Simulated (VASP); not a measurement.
# AlP in VASP: notebook

AlP is run at these levels: PBE; tasks: relaxation of the atoms, single point.

All numbers are computed with VASP 6.6.1; they aren't measurements. Logs are shortened: lines on timing, memory, paths and dates and some standing lists are left out, and cuts for length are marked.

## (1) The cell of the first run

The cell holds a slab with vacuum, 8 atoms: a = 3.894 Å, b = 3.894 Å, c = 25.333 Å, α = 90.00°, β = 90.00°, γ = 120.00°.

## (2) Relaxation of the atoms, PBE

Input file INCAR:

```
SYSTEM = AlP
PREC     = Accurate       ! precision mode
ENCUT    = 520            ! plane-wave cutoff, eV
EDIFF    = 1E-7           ! SCF threshold, eV
ISMEAR   = 0              ! smearing method
SIGMA    = 0.05           ! smearing width, eV
LREAL    = .False.        ! projectors in reciprocal space
LASPH    = .True.         ! aspherical terms in the spheres
NELM     = 100            ! most SCF steps
ALGO     = Normal         ! electronic algorithm
ISIF     = 2              ! what is computed and relaxed
LWAVE    = .False.        ! write WAVECAR
LCHARG   = .False.        ! write CHGCAR
LDIPOL   = .True.       
IDIPOL   = 3            
DIPOL    = 0.5 0.5 0.500
GGA      = PE             ! functional
IBRION   = 2              ! ionic algorithm
NSW      = 80             ! ionic steps
EDIFFG   = -0.02          ! ionic threshold
```

Input file KPOINTS:

```
Automatic mesh
0
Gamma
  9 9 1
  0 0 0
```

Input file POSCAR:

```
AlP
1.0
    3.8938964361      0.0000000000      0.0000000000
   -1.9469482181      3.3722132334      0.0000000000
    0.0000000000      0.0000000000     25.3328976613
P Al
4 4
Direct
    0.0000000000      0.0000000000      0.2960577231
    0.3333333333      0.6666666667      0.4215606627
    0.6666666667      0.3333333333      0.5470636024
    0.0000000000      0.0000000000      0.6725665420
    0.3333333333      0.6666666667      0.3274334580
    0.6666666667      0.3333333333      0.4529363976
    0.0000000000      0.0000000000      0.5784393373
    0.3333333333      0.6666666667      0.7039422769
```

Potentials or basis: VASP PAW PBE potentials, release 64 (P, Al).

Launch:

```bash
$ cat potpaw_PBE.64/P/POTCAR potpaw_PBE.64/Al/POTCAR > POTCAR
$ mpirun -np 1 vasp_std > vasp.out
```

OUTCAR:

```text
SYSTEM = AlP
   PREC = Accurate
   ENCUT = 520
   EDIFF = 1E-7
   ISMEAR = 0
   LREAL = .False.
   LASPH = .True.
   NELM = 100
   ISIF = 2
   GGA = PE
   IBRION = 2
   NSW = 80
   EDIFFG = -0.02

 ion  position               nearest neighbor table
   1  0.000  0.000  0.296-   5 2.38   5 2.38   5 2.38
   2  0.333  0.667  0.422-   5 2.38   6 2.38   6 2.38   6 2.38
   3  0.667  0.333  0.547-   7 2.38   7 2.38   7 2.38   6 2.38
   4  0.000  0.000  0.673-   7 2.38   8 2.38   8 2.38   8 2.38
   5  0.333  0.667  0.327-   2 2.38   1 2.38   1 2.38   1 2.38
   6  0.667  0.333  0.453-   2 2.38   2 2.38   2 2.38   3 2.38
   7  0.000  0.000  0.578-   4 2.38   3 2.38   3 2.38   3 2.38
   8  0.333  0.667  0.704-   4 2.38   4 2.38   4 2.38

  LATTYP: Found a hexagonal cell.
 ALAT       =     3.8938964361
 C/A-ratio  =     6.5057964630

  Lattice vectors:

 A1 = (   3.8938964361,   0.0000000000,   0.0000000000)
 A2 = (  -1.9469482181,   3.3722132334,   0.0000000000)
 A3 = (   0.0000000000,   0.0000000000,  25.3328976613)

Analysis of symmetry for initial positions (statically):
=====================================================================
 Subroutine PRICEL returns:
 Original cell was already a primitive cell.

 Routine SETGRP: Setting up the symmetry group for a
 hexagonal supercell.

 Subroutine GETGRP returns: Found  6 space group operations
 (whereof  6 operations were pure point group operations)
 out of a pool of 24 trial point group operations.

The static configuration has the point symmetry C_3v.

Analysis of symmetry for dynamics (positions and initial velocities):
=====================================================================
 Subroutine PRICEL returns:
 Original cell was already a primitive cell.

 Routine SETGRP: Setting up the symmetry group for a
 hexagonal supercell.

 Subroutine GETGRP returns: Found  6 space group operations
 (whereof  6 operations were pure point group operations)
 out of a pool of 24 trial point group operations.

The dynamic configuration has the point symmetry C_3v.

 Subroutine INISYM returns: Found  6 space group operations
 (whereof  6 operations are pure point group operations),
 and found     1 'primitive' translations

----------------------------------------------------------------------------------------

                                     Primitive cell

  volume of cell :     332.6475

  direct lattice vectors                    reciprocal lattice vectors
     3.893896436  0.000000000  0.000000000     0.256812172  0.148270576  0.000000000
    -1.946948218  3.372213233  0.000000000     0.000000000  0.296541153  0.000000000
     0.000000000  0.000000000 25.332897661     0.000000000  0.000000000  0.039474363

  length of vectors
     3.893896436  3.893896436 25.332897661     0.296541153  0.296541153  0.039474363

  position of ions in fractional coordinates (direct lattice)
     0.000000000  0.000000000  0.296057723
     0.333333333  0.666666667  0.421560663
     0.666666667  0.333333333  0.547063602
     0.000000000  0.000000000  0.672566542
     0.333333333  0.666666667  0.327433458
     0.666666667  0.333333333  0.452936398
     0.000000000  0.000000000  0.578439337
     0.333333333  0.666666667  0.703942277

  ion indices of the primitive-cell ions
   primitive index   ion index
                 1           1
                 2           2
                 3           3
                 4           4
                 5           5
                 6           6
                 7           7
                 8           8

----------------------------------------------------------------------------------------

 KPOINTS: Automatic mesh

Automatic generation of k-mesh.
 Grid dimensions read from file:
 generate k-points for:    9    9    1

 Generating k-lattice:

  Cartesian coordinates                     Fractional coordinates (reciprocal lattice)
     0.028534686  0.016474508  0.000000000     0.111111111  0.000000000  0.000000000
     0.000000000  0.032949017  0.000000000     0.000000000  0.111111111  0.000000000
     0.000000000  0.000000000  0.039474363     0.000000000  0.000000000  1.000000000

  Length of vectors
     0.032949017  0.032949017  0.039474363

  Shift w.r.t. Gamma in fractional coordinates (k-lattice)
     0.000000000  0.000000000  0.000000000

 Subroutine IBZKPT returns following result:
 ===========================================

 Found     12 irreducible k-points:

 Following reciprocal coordinates:
            Coordinates               Weight
  0.000000  0.000000  0.000000      1.000000
  0.111111 -0.000000  0.000000      6.000000
  0.222222 -0.000000  0.000000      6.000000
  0.333333 -0.000000  0.000000      6.000000
  0.444444 -0.000000  0.000000      6.000000
  0.111111  0.111111  0.000000      6.000000
  0.222222  0.111111  0.000000     12.000000
  0.333333  0.111111  0.000000     12.000000
  0.444444  0.111111  0.000000      6.000000
  0.222222  0.222222  0.000000      6.000000
  0.333333  0.222222  0.000000     12.000000
  0.333333  0.333333  0.000000      2.000000
   k-points           NKPTS =     12   k-points in BZ     NKDIM =     12   number of bands    NBANDS=     21
   number of dos      NEDOS =    301   number of ions     NIONS =      8
   total plane-waves  NPLWV = 172800
   dimension x,y,z NGX =    30 NGY =   30 NGZ =  192
   dimension x,y,z NGXF=    60 NGYF=   60 NGZF=  384
   ions per type =               4   4
   NGX,Y,Z   is equivalent  to a cutoff of  12.81, 12.81, 12.60 a.u.
   NGXF,Y,Z  is equivalent  to a cutoff of  25.62, 25.62, 25.20 a.u.
 SYSTEM =  AlP
   PREC   = accura    normal or accurate (medium, high low for compatibility)
   ISTART =      0    job   : 0-new  1-cont  2-samecut
   ICHARG =      2    charge: 1-file 2-atom 10-const
   ISPIN  =      1    spin polarized calculation?
   LNONCOLLINEAR =      F non collinear calculations
   LSORBIT =      F    spin-orbit coupling
   LASPH  =      T    aspherical Exc in radial PAW
   ENCUT  =  520.0 eV  38.22 Ry    6.18 a.u.   7.24  7.24 47.10*2*pi/ulx,y,z
   NELM   =    100;   NELMIN=  2; NELMDL= -5     # of ELM steps
   EDIFF  = 0.1E-06   stopping-criterion for ELM
   LREAL  =      F    real-space projection
   EDIFFG = -.2E-01   stopping-criterion for IOM
   NSW    =     80    number of steps for IOM
   IBRION =      2    ionic relax: 0-MD 1-quasi-New 2-CG
   NFREE  =      1    steps in history (QN), initial steepest desc. (CG)
   ISIF   =      2    stress and relaxation
   ISYM   =      2    0-nonsym 1-usesym 2-fastsym
   POTIM  = 0.5000    time-step for ionic-motion
   TEBEG  =    0.0;   TEEND  =   0.0 temperature during run
   PSTRESS=    0.0 pullay stress
   NELECT =      32.0000    total number of electrons
   NUPDOWN=      -1.0000    fix difference up-down
   EMIN   =  10.00;   EMAX   =-10.00  energy-range for DOS
   EFERMI =   0.00;   METHOD = LEGACY
   ISMEAR =     0;   SIGMA  =   0.05  broadening in eV -4-tet -1-fermi 0-gaus
   EFERMI_NEDOS =   21; number of points for ismear=-14 and -15
   IALGO  =     38    algorithm
   IMIX   =      4    mixing-type and parameters
     AMIX     =   0.40;   BMIX     =  1.00
     AMIX_MAG =   1.60;   BMIX_MAG =  1.00
  volume/ion in A,a.u.               =      41.58       280.60
  Fermi-wavevector in a.u.,A,eV,Ry     =   0.750119  1.417519  7.655702  0.562678
  Thomas-Fermi vector in A             =   1.846796
   LORBIT       =      0    0 simple, 1 ext, 2 COOP (PROOUT), +10 PAW based schemes
   GGA     = PE    functional components
   LHFCALC =     F    Hartree Fock is set to
   AEXX    =    0.0000 exact exchange contribution
   IVDW    =     0    specifies the selected vdW correction
   LEPSILON=     F    determine dielectric tensor
   LRPA    =     F    only Hartree local field effects (RPA)
 conjugate gradient relaxation of ions
 non-spin polarized calculation
 Gauss-broadening in eV      SIGMA  =   0.05
  energy-cutoff  :      520.00
  volume of cell :      332.65
 maximum number of plane-waves:      9005
 NGX is ok and might be reduce to    30
   NGX = 15   NGY = 15   NGZ = 95

 dipolmoment           0.000000      0.000000      0.004795 electrons x Angstroem

--------------------------------------- Ionic step        1  -------------------------------------------

 number of electron      31.9999998 magnetization

 Free energy of the ion-electron system (eV)
  ---------------------------------------------------
  ext. energy  EPLUGINS =         0.00000000
  ---------------------------------------------------
  free energy    TOTEN  =       -38.61774547 eV

  energy without entropy =      -38.60342853  energy(sigma->0) =      -38.61058700

------------------------ aborting loop because EDIFF is reached ----------------------------------------

  FORCE on cell =-STRESS in cart. coord.  units (eV):
  Direction    XX          YY          ZZ          XY          YZ          ZX
  --------------------------------------------------------------------------------------
  -------------------------------------------------------------------------------------
  Total       -1.3845179     -1.3845179      1.3677088      0.0000000      0.0000000      0.0000000
  in kB       -6.6684494     -6.6684494      6.5874895      0.0000000      0.0000000      0.0000000
  external PRESSURE =      -2.2498031 kB  Pullay stress =       0.0000000 kB
[... 107 lines left out ...]
  FREE ENERGIE OF THE ION-ELECTRON SYSTEM (eV)
  ---------------------------------------------------
  free  energy   TOTEN  =       -38.7165453652 eV

  energy  without entropy=      -38.7046954365  energy(sigma->0) =      -38.71062040

[... ionic steps 4 to 10 ...]

--------------------------------------- Ionic step       11  -------------------------------------------

 number of electron      31.9999999 magnetization

------------------------ aborting loop because EDIFF is reached ----------------------------------------
[... 79 lines left out ...]
--------------------------------------- Ionic step       13  -------------------------------------------

 number of electron      31.9999999 magnetization

 dipolmoment           0.000000      0.000000     -0.198596 electrons x Angstroem

 Free energy of the ion-electron system (eV)
  ---------------------------------------------------
  ext. energy  EPLUGINS =         0.00000000
  ---------------------------------------------------
  free energy    TOTEN  =       -38.73363763 eV

  energy without entropy =      -38.71945797  energy(sigma->0) =      -38.72654780

 E-fermi :   0.2822     XC(G=0):  -5.1467

 val. band max:        0.2730601417   @ k =   0.2222   0.2222   0.0000
 cond. band min:       0.3029178813   @ k =   0.4444  -0.0000   0.0000
 fundamental gap:      0.0298577396
 Fermi energy:         0.2821880589

 k-point     1 :       0.0000    0.0000    0.0000
  band No.  band energies     occupation
      1     -12.4718      2.00000
      2     -11.5736      2.00000
      3     -10.7864      2.00000
      4      -9.7012      2.00000
      5      -5.7190      2.00000
      6      -4.1210      2.00000
[... 277 lines left out ...]
     20       3.4516      0.00000
     21       3.8116      0.00000

------------------------ aborting loop because EDIFF is reached ----------------------------------------

 vacuum level on the upper side and lower side of the slab       (xc-potential included)        -1.357         1.325

  FORCE on cell =-STRESS in cart. coord.  units (eV):
  Direction    XX          YY          ZZ          XY          YZ          ZX
  --------------------------------------------------------------------------------------
  -------------------------------------------------------------------------------------
  Total        0.7576981      0.7576981     -0.2037829     -0.0000000      0.0000000     -0.0000000
  in kB        3.6494084      3.6494084     -0.9815082     -0.0000000      0.0000000     -0.0000000
  external PRESSURE =       2.1057695 kB  Pullay stress =       0.0000000 kB
[... 23 lines left out ...]
  FREE ENERGIE OF THE ION-ELECTRON SYSTEM (eV)
  ---------------------------------------------------
  free  energy   TOTEN  =       -38.7336376308 eV

  energy  without entropy=      -38.7194579670  energy(sigma->0) =      -38.72654780

 reached required accuracy - stopping structural energy minimisation

 vacuum level on the upper side and lower side of the slab         3.562         6.301
```

Run time: 11 min. Hardware: 1 thread of Intel Xeon 6975P-C (Granite Rapids), shared host; peak memory 0.48 GiB.

Results:

```yaml
Free_energy: -38.7336 eV
Energy_gained_by_relaxing: 14.5 meV/atom
Ionic_steps: 13
Largest_force_after_relaxing: 0.018 eV/Å
Band_gap_on_the_k_mesh: zero (filled and empty bands touch)
```

Forces in eV/Å, atoms in the order of the input:
```
P    0.000  0.000  0.008
P    0.000  0.000  0.000
P    0.000  0.000  0.000
P    0.000  0.000 -0.012
Al   0.000  0.000  0.003
Al   0.000  0.000  0.018
Al   0.000  0.000 -0.010
Al   0.000  0.000 -0.009
```

The path:
```
step  energy change (eV)  largest force (eV/Å)  pressure (GPa)
   1              0.0000                0.7715           -0.22
   2             -0.0810                0.3815           -0.13
   3             -0.0988                0.2264           -0.02
   4             -0.0989                0.2311           -0.03
   5             -0.1076                0.1598            0.03
   6             -0.1119                0.1636            0.14
   7             -0.1125                0.1099            0.11
   8             -0.1147                0.0475            0.14
   9             -0.1152                0.0350            0.16
  10             -0.1154                0.0218            0.16
  11             -0.1156                0.0375            0.18
  12             -0.1157                0.0245            0.19
  13             -0.1159                0.0183            0.21
```

Final structure:
```yaml
crystal:
  lattice:
    - [3.89390, 0.00000, 0.00000]
    - [-1.94695, 3.37221, 0.00000]
    - [0.00000, 0.00000, 25.33290]
  atoms:
    - { symbol: P, position: [0.00000, 0.00000, 0.29948] }
    - { symbol: P, position: [0.33333, 0.66667, 0.42282] }
    - { symbol: P, position: [0.66667, 0.33333, 0.54847] }
    - { symbol: P, position: [0.00000, 0.00000, 0.67533] }
    - { symbol: Al, position: [0.33333, 0.66667, 0.32445] }
    - { symbol: Al, position: [0.66667, 0.33333, 0.45122] }
    - { symbol: Al, position: [0.00000, 0.00000, 0.57737] }
    - { symbol: Al, position: [0.33333, 0.66667, 0.70087] }
```

Levels at points of the mesh, in eV from the Fermi level:
```
           k point  band 13  band 14  band 15  band 16  band 17  band 18  band 19  band 20
(0.00, 0.00, 0.00)    -0.93    -0.44    -0.09    -0.09     0.35     1.21     2.06     2.76
```

(Continued in part 2 of 2.)
